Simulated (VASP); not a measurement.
A run of VASP 6.6.1:

POSCAR

```
BeAs3
1.0
    0.0000000000      4.1859390000      0.0000000000
    4.1859390000      0.0000000000      0.0000000000
    2.0929690000      2.0929690000     -9.0447800000
As Be
6 2
Direct
    0.5000000000      0.0000000000      0.0000000000
    0.0000000000      0.5000000000      0.0000000000
    0.7500000000      0.2500000000      0.5000000000
    0.2500000000      0.7500000000      0.5000000000
    0.3749800000      0.3749800000      0.2500400000
    0.6250200000      0.6250200000      0.7499600000
    0.1188600000      0.1188600000      0.7622800000
    0.8811400000      0.8811400000      0.2377200000
```

INCAR.step1

```
SYSTEM = BeAs3
PREC = Accurate
ENCUT = 520
ISMEAR = -1
SIGMA = 0.1
LREAL = .False.
LASPH = .True.
NELM = 60
NBANDS = 27
ISYM = 0
GGA = PE
ALGO = Normal
EDIFF = 1E-4
LWAVE = .True.
LCHARG = .False.
```

INCAR.step2

```
SYSTEM = BeAs3
PREC = Accurate
ENCUT = 520
EDIFF = 1E-6
ISMEAR = -1
SIGMA = 0.1
LREAL = .False.
LASPH = .True.
NELM = 60
ALGO = Normal
ISIF = 2
LWAVE = .False.
LCHARG = .False.
METAGGA = R2SCAN
LMIXTAU = .True.
NBANDS = 27
ISYM = 0
ISTART = 1
```

File KPOINTS:

```
Automatic mesh
0
Gamma
  5 5 5
  0.5 0.5 0.5
```

Potentials or basis: VASP PAW PBE potentials, release 64 (As, Be).

Run with:

```bash
$ cat potpaw_PBE.64/As/POTCAR potpaw_PBE.64/Be/POTCAR > POTCAR
$ cp INCAR.step1 INCAR
$ mpirun -np 1 vasp_std > vasp.out
$ cp INCAR.step2 INCAR
$ mpirun -np 1 vasp_std > vasp.out
```

Hardware: 1 thread of Intel Xeon 8259CL (shared host).

**Question.** How long does it take, and how much memory?

**Answer.** Wall time 33 min on 1 thread of Intel Xeon 8259CL (shared host), peak memory 0.57 GiB. Counts: k points 126.
